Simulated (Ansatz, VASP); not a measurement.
**GaAs: VASP beside Ansatz**

```
Ga As
1.0
     0.00000    2.83309    2.83309
     2.83309    0.00000    2.83309
     2.83309    2.83309    0.00000
Ga As
1 1
Direct
  0.00000 0.00000 0.00000
  0.25000 0.25000 0.25000
```

Alike in both runs: task single point; functional r2SCAN; k mesh 8 × 8 × 8; no spin polarisation.

```csv
,VASP,Ansatz
version,VASP 6.6.1,Ansatz 0.2.0
potentials or method,"VASP PAW PBE potentials, release 64 (Ga_d, As)","plane waves, PAW"
plane-wave cutoff (eV),520,500
occupations,"gaussian, width 0.01 eV",fixed
valence electrons in the cell,18,28
```

|  | VASP | Ansatz | Ansatz less VASP |
| --- | --- | --- | --- |
| gap on the k mesh at the Fermi level (eV) | 0.94 | 0.96 | +0.019 |
| pressure (GPa) | 0.1 | 0.0 | -0.11 |

VASP's potentials were made for PBE, not for r2SCAN. VASP's potentials hold 18 valence electrons a cell and Ansatz's 28, so a difference there can come from the potentials and not from the codes.
